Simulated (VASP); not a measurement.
# TaRu: single point with LDA

Crystal: TaRu.

```
CELL_PARAMETERS angstrom
3.22894 0.00000 0.00000
0.00000 3.22894 0.00000
0.00000 0.00000 3.22894
ATOMIC_POSITIONS crystal
Ta 0.50000 0.50000 0.50000
Ru 0.00000 0.00000 0.00000
```

This cell differs from its parent crystal: volume scaled by 1.04.

```
Program             : VASP 6.6.1
Task                : single point
Functional          : LDA
Potentials or basis : VASP PAW LDA potentials, release 64 (Ta_pv, Ru_pv)
Cutoff              : 520 eV
k mesh              : 13 × 13 × 13
Occupations         : fermi-dirac, width 0.03 eV
Spin                : no spin polarisation
```

```yaml
Pressure: -23.2 GPa
```

Levels at points of the mesh, in eV from the Fermi level:
| k point | band 9 | band 10 | band 11 | band 12 | band 13 | band 14 | band 15 | band 16 |
| --- | --- | --- | --- | --- | --- | --- | --- | --- |
| (0.00, 0.00, 0.00) | -5.49 | -2.22 | -2.22 | -2.22 | 0.92 | 0.92 | 3.75 | 3.75 |

It took 86 s on 1 thread of AMD EPYC 7R13, on a shared host, peak memory 0.14 GiB.

Caveat: spin-orbit coupling is left out, which moves the levels of the heavy elements.
